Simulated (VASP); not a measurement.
# NaLa in VASP: notebook, part 2 of 2

VASP 6.6.1. The steps go on from the part before.

## (3) Single point, PBE (atoms moved at random)

INCAR reads:

```
SYSTEM = NaLa
  PREC = Accurate
  ENCUT = 520
  EDIFF = 1E-7
  ISMEAR = -1
  SIGMA = 0.05
  LREAL = .False.
  LASPH = .True.
  NELM = 60
  ALGO = Fast
  ISIF = 2
  LWAVE = .False.
  LCHARG = .True.
  GGA = PE
  LELF = .True.
  LVHAR = .True.
  NBANDS = 16
```

KPOINTS reads:

```
regular mesh
0
Gamma
  9 9 4
  0 0 0
```

POSCAR reads:

```
NaLa
1.0
    3.6062507687      0.0000000000      0.0000000000
   -1.8031253843      3.1231047781      0.0000000000
    0.0000000000      0.0000000000      6.4837820000
La Na
1 1
Direct
    0.3370370000      0.6676150000      0.5045340000
    0.0054740000      0.0030290000      0.0062880000
```

Potentials or basis: VASP PAW PBE potentials, release 64 (La, Na_pv).

Started as:

```console
cat potpaw_PBE.64/La/POTCAR potpaw_PBE.64/Na_pv/POTCAR > POTCAR
mpirun -np 1 vasp_std > vasp.out
```

OUTCAR:

```text
SYSTEM = NaLa
   PREC = Accurate
   ENCUT = 520
   EDIFF = 1E-7
   ISMEAR = -1
   LREAL = .False.
   LASPH = .True.
   NELM = 60
   ISIF = 2
   GGA = PE

 ion  position               nearest neighbor table
   1  0.337  0.668  0.505-
   2  0.005  0.003  0.006-

  LATTYP: Found a hexagonal cell.
 ALAT       =     3.6062507687
 C/A-ratio  =     1.7979287675

  Lattice vectors:

 A1 = (   3.6062507687,   0.0000000000,   0.0000000000)
 A2 = (  -1.8031253843,   3.1231047781,   0.0000000000)
 A3 = (   0.0000000000,   0.0000000000,   6.4837820000)

Analysis of symmetry for initial positions (statically):
=====================================================================
 Subroutine PRICEL returns:
 Original cell was already a primitive cell.

 Routine SETGRP: Setting up the symmetry group for a
 hexagonal supercell.

 Subroutine GETGRP returns: Found  1 space group operations
 (whereof  1 operations were pure point group operations)
 out of a pool of 24 trial point group operations.

The static configuration has the point symmetry C_1 .

Analysis of symmetry for dynamics (positions and initial velocities):
=====================================================================
 Subroutine PRICEL returns:
 Original cell was already a primitive cell.

 Routine SETGRP: Setting up the symmetry group for a
 hexagonal supercell.

 Subroutine GETGRP returns: Found  1 space group operations
 (whereof  1 operations were pure point group operations)
 out of a pool of 24 trial point group operations.

The dynamic configuration has the point symmetry C_1 .

 Subroutine INISYM returns: Found  1 space group operations
 (whereof  1 operations are pure point group operations),
 and found     1 'primitive' translations

----------------------------------------------------------------------------------------

                                     Primitive cell

  volume of cell :      73.0249

  direct lattice vectors                    reciprocal lattice vectors
     3.606250769  0.000000000  0.000000000     0.277296301  0.160097094  0.000000000
    -1.803125384  3.123104778  0.000000000     0.000000000  0.320194188  0.000000000
     0.000000000  0.000000000  6.483782000     0.000000000  0.000000000  0.154230972

  length of vectors
     3.606250769  3.606250769  6.483782000     0.320194188  0.320194188  0.154230972

  position of ions in fractional coordinates (direct lattice)
     0.337037000  0.667615000  0.504534000
     0.005474000  0.003029000  0.006288000

  ion indices of the primitive-cell ions
   primitive index   ion index
                 1           1
                 2           2

----------------------------------------------------------------------------------------

 KPOINTS: regular mesh

Automatic generation of k-mesh.
 Grid dimensions read from file:
 generate k-points for:    9    9    4

 Generating k-lattice:

  Cartesian coordinates                     Fractional coordinates (reciprocal lattice)
     0.030810700  0.017788566  0.000000000     0.111111111  0.000000000  0.000000000
     0.000000000  0.035577132  0.000000000     0.000000000  0.111111111  0.000000000
     0.000000000  0.000000000  0.038557743     0.000000000  0.000000000  0.250000000

  Length of vectors
     0.035577132  0.035577132  0.038557743

  Shift w.r.t. Gamma in fractional coordinates (k-lattice)
     0.000000000  0.000000000  0.000000000

 Subroutine IBZKPT returns following result:
 ===========================================

 Found    163 irreducible k-points:

 Following reciprocal coordinates:
            Coordinates               Weight
  0.000000  0.000000  0.000000      1.000000
  0.111111  0.000000  0.000000      2.000000
  0.000000  0.111111  0.000000      2.000000
 -0.111111  0.111111  0.000000      2.000000
  0.222222  0.000000  0.000000      2.000000
  0.000000  0.222222  0.000000      2.000000
[... 16 lines left out ...]
  0.333333  0.111111  0.000000      2.000000
 -0.111111  0.444444  0.000000      2.000000
 [... further k-points ...]
   k-points           NKPTS =    163   k-points in BZ     NKDIM =    163   number of bands    NBANDS=     16
   number of dos      NEDOS =    301   number of ions     NIONS =      2
   total plane-waves  NPLWV =  37632
   dimension x,y,z NGX =    28 NGY =   28 NGZ =   48
   dimension x,y,z NGXF=    56 NGYF=   56 NGZF=   96
   ions per type =               1   1
   NGX,Y,Z   is equivalent  to a cutoff of  12.91, 12.91, 12.31 a.u.
   NGXF,Y,Z  is equivalent  to a cutoff of  25.82, 25.82, 24.61 a.u.
 SYSTEM =  NaLa
   PREC   = accura    normal or accurate (medium, high low for compatibility)
   ISTART =      0    job   : 0-new  1-cont  2-samecut
   ICHARG =      2    charge: 1-file 2-atom 10-const
   ISPIN  =      1    spin polarized calculation?
   LNONCOLLINEAR =      F non collinear calculations
   LSORBIT =      F    spin-orbit coupling
   LASPH  =      T    aspherical Exc in radial PAW
   ENCUT  =  520.0 eV  38.22 Ry    6.18 a.u.   6.71  6.71 12.06*2*pi/ulx,y,z
   NELM   =     60;   NELMIN=  2; NELMDL= -5     # of ELM steps
   EDIFF  = 0.1E-06   stopping-criterion for ELM
   LREAL  =      F    real-space projection
   EDIFFG = 0.1E-05   stopping-criterion for IOM
   NSW    =      0    number of steps for IOM
   IBRION =     -1    ionic relax: 0-MD 1-quasi-New 2-CG
   NFREE  =      0    steps in history (QN), initial steepest desc. (CG)
   ISIF   =      2    stress and relaxation
   ISYM   =      2    0-nonsym 1-usesym 2-fastsym
   POTIM  = 0.5000    time-step for ionic-motion
   TEBEG  =    0.0;   TEEND  =   0.0 temperature during run
   PSTRESS=    0.0 pullay stress
   NELECT =      18.0000    total number of electrons
   NUPDOWN=      -1.0000    fix difference up-down
   EMIN   =  10.00;   EMAX   =-10.00  energy-range for DOS
   EFERMI =   0.00;   METHOD = LEGACY
   ISMEAR =    -1;   SIGMA  =   0.05  broadening in eV -4-tet -1-fermi 0-gaus
   EFERMI_NEDOS =   21; number of points for ismear=-14 and -15
   IALGO  =     68    algorithm
   IMIX   =      4    mixing-type and parameters
     AMIX     =   0.40;   BMIX     =  1.00
     AMIX_MAG =   1.60;   BMIX_MAG =  1.00
  volume/ion in A,a.u.               =      36.51       246.40
  Fermi-wavevector in a.u.,A,eV,Ry     =   1.026460  1.939728 14.335373  1.053620
  Thomas-Fermi vector in A             =   2.160354
   LORBIT       =      0    0 simple, 1 ext, 2 COOP (PROOUT), +10 PAW based schemes
   GGA     = PE    functional components
   LHFCALC =     F    Hartree Fock is set to
   AEXX    =    0.0000 exact exchange contribution
   IVDW    =     0    specifies the selected vdW correction
   LEPSILON=     F    determine dielectric tensor
   LRPA    =     F    only Hartree local field effects (RPA)
 non-spin polarized calculation
 RMM-DIIS sequential band-by-band and
  energy-cutoff  :      520.00
  volume of cell :       73.02
 maximum number of plane-waves:      1988
   NGX = 13   NGY = 13   NGZ = 25

 number of electron      18.0000004 magnetization

 Free energy of the ion-electron system (eV)
  ---------------------------------------------------
  ext. energy  EPLUGINS =         0.00000000
  ---------------------------------------------------
  free energy    TOTEN  =        -5.84457416 eV

  energy without entropy =       -5.81933699  energy(sigma->0) =       -5.83195557

 E-fermi :   4.1723     XC(G=0):  -8.1422

 val. band max:        4.1441117245   @ k =  -0.2222  -0.4444   0.2500
 cond. band min:       4.1964912325   @ k =   0.0000   0.0000   0.5000
 fundamental gap:      0.0523795080
 Fermi energy:         4.1723236362

 k-point     1 :       0.0000    0.0000    0.0000
  band No.  band energies     occupation
      1     -28.9316      2.00000
      2     -20.2459      2.00000
      3     -20.2445      2.00000
      4     -20.2441      2.00000
      5     -12.7203      2.00000
      6     -11.8544      2.00000
[... 8 lines left out ...]
     15       6.0597      0.00000
     16       6.0604      0.00000
[... 419 lines left out ...]
 k-point    24 :      -0.1111    0.4444    0.0000
  band No.  band energies     occupation
      1     -28.7531      2.00000
      2     -20.2791      2.00000
      3     -20.2552      2.00000
      4     -20.2401      2.00000
      5     -13.0799      2.00000
      6     -12.4984      2.00000
[... 8 lines left out ...]
     15       5.9870      0.00000
     16       6.0970      0.00000

 [... further k-points ...]

------------------------ aborting loop because EDIFF is reached ----------------------------------------

  FORCE on cell =-STRESS in cart. coord.  units (eV):
  Direction    XX          YY          ZZ          XY          YZ          ZX
  --------------------------------------------------------------------------------------
  -------------------------------------------------------------------------------------
  Total       -0.0636467     -0.0532786      0.0103933     -0.0023064      0.0001712      0.0001471
  in kB       -1.3964176     -1.1689412      0.2280303     -0.0506027      0.0037566      0.0032277
  external PRESSURE =      -0.7791095 kB  Pullay stress =       0.0000000 kB

 VOLUME and BASIS-vectors are now :
 -----------------------------------------------------------------------------
  energy-cutoff  :      520.00
  volume of cell :       73.02
      direct lattice vectors                 reciprocal lattice vectors
     3.606250769  0.000000000  0.000000000     0.277296301  0.160097094  0.000000000
    -1.803125384  3.123104778  0.000000000     0.000000000  0.320194188  0.000000000
     0.000000000  0.000000000  6.483782000     0.000000000  0.000000000  0.154230972

 POSITION                                       TOTAL-FORCE (eV/Angst)
 -----------------------------------------------------------------------------------
      0.01165      2.08503      3.27129         0.000429      0.001407      0.015993
      0.01428      0.00946      0.04077        -0.000429     -0.001407     -0.015993
 -----------------------------------------------------------------------------------
    total drift:                               -0.000032     -0.000032     -0.000426

  FREE ENERGIE OF THE ION-ELECTRON SYSTEM (eV)
  ---------------------------------------------------
  free  energy   TOTEN  =        -5.8445741566 eV

  energy  without entropy=       -5.8193369862  energy(sigma->0) =       -5.83195557
```

Run time: 7.4 min. Hardware: 1 thread of Intel Xeon Platinum 8259CL at 2.50GHz (Skylake/Cascade Lake), shared host; peak memory 0.37 GiB.

Results:

```
Free energy            : -5.8446 eV
Pressure               : -0.1 GPa
Largest force          : 0.016 eV/Å
Band gap on the k mesh : zero (bands 9 and 10 overlap by 0.55 eV)
```

Forces in eV/Å, atoms in the order of the input:
```
La   0.000  0.001  0.016
Na   0.000 -0.001 -0.016
```

Stress tensor (GPa, compression positive):
```
-0.14 -0.01  0.00
-0.01 -0.12  0.00
 0.00  0.00  0.02
```

Caveat: the cell differs from its parent crystal (atoms moved at random); spin-orbit coupling is left out, which moves the levels of the heavy elements.

## (4) Single point, PBE

INCAR reads:

```
  ALGO = Normal
  EDIFF = 1E-7
  ENCUT = 520
  GGA = PE
  ISIF = 2
  ISMEAR = 0
  LASPH = True
  LCHARG = True
  LELF = True
  LREAL = False
  LVHAR = True
  LWAVE = False
  NBANDS = 16
  NELM = 100
  PREC = Accurate
  SIGMA = 0.05
```

KPOINTS reads:

```
k-points
0
Gamma
  9 9 4
```

POSCAR reads:

```
NaLa
1.0
    3.6062507687      0.0000000000      0.0000000000
   -1.8031253843      3.1231047781      0.0000000000
    0.0000000000      0.0000000000      6.4837820000
La Na
1 1
Direct
    0.3333333333      0.6666666667      0.5000000000
    0.0000000000      0.0000000000      0.0000000000
```

Started as:

```console
cat potpaw_PBE.64/La/POTCAR potpaw_PBE.64/Na_pv/POTCAR > POTCAR
mpirun -np 1 vasp_std > vasp.out
```

Run time: 25 s. Hardware: 1 thread of Intel Xeon 6975P-C (Granite Rapids), shared host; peak memory 0.21 GiB.

It converged, with:

| Property | Result |
| --- | --- |
| Free energy | -5.8329 eV |
| Pressure | 0.0 GPa |
| Band gap on the k mesh | zero (bands 9 and 10 overlap by 0.55 eV) |

Levels at points of the mesh, in eV from the Fermi level:
```csv
k point,band 6,band 7,band 8,band 9,band 10,band 11,band 12,band 13
"(0.00, 0.00, 0.00)",-16.04,-16.04,-3.29,-1.22,0.75,1.12,1.64,1.67
"(0.00, 0.00, 0.50)",-16.04,-16.04,-2.34,-2.06,0.01,1.12,1.37,1.67
```

Caveat: spin-orbit coupling is left out, which moves the levels of the heavy elements.

## (5) Single point, PBE

INCAR reads:

```
PREC = Accurate ; ENCUT = 520
EDIFF = 1E-6 ; ISMEAR = 0
SIGMA = 0.02 ; LREAL = F
LASPH = T ; NELM = 80
ALGO = Normal ; ISIF = 2
LWAVE = F ; LCHARG = F
GGA = PE ; NBANDS = 16
```

KPOINTS reads:

```
regular mesh
0
Gamma
  9 9 4
```

POSCAR is that of step 4.

Started as:

```console
cat potpaw_PBE.64/La/POTCAR potpaw_PBE.64/Na_pv/POTCAR > POTCAR
mpirun -np 1 vasp_std > vasp.out
```

It took 22 s on 1 thread of Intel Xeon 6975P-C (Granite Rapids), shared host; peak memory 0.21 GiB.

The run converged. Its results:

```yaml
Free_energy: -5.8307 eV
Pressure: 0.0 GPa
Band_gap_on_the_k_mesh: zero (bands 9 and 10 overlap by 0.55 eV)
```

Stress tensor (GPa, compression positive):
```
 0.04  0.00  0.00
 0.00  0.04  0.00
 0.00  0.00 -0.05
```

Levels at points of the mesh, in eV from the Fermi level:
```
           k point  band 7  band 8  band 9  band 10  band 11  band 12
(0.00, 0.00, 0.00)  -16.05   -3.30   -1.23     0.74     1.11     1.63
(0.00, 0.00, 0.50)  -16.05   -2.35   -2.07     0.00     1.11     1.36
```

Caveat: spin-orbit coupling is left out, which moves the levels of the heavy elements.

## (6) Overview

| cell | smearing | gap on the mesh (eV) | pressure (GPa) |
| --- | --- | --- | --- |
| as given, atomic positions A | fermi-dirac 0.05 eV | none | -0.1 |
| as given, atomic positions B | fermi-dirac 0.05 eV | none | -0.1 |
| as given, atomic positions A | gaussian 0.05 eV | none | 0.0 |
| as given, atomic positions A | gaussian 0.02 eV | none | 0.0 |

Alike in all rows: task single point; level PBE; potentials or basis VASP PAW PBE potentials, release 64 (La, Na_pv); no spin polarisation; k mesh 9 × 9 × 4; cutoff (eV) 520.

Caveats: spin-orbit coupling is left out, which moves the levels of the heavy elements.

Absolute energies hang on the potentials; compare differences alone.
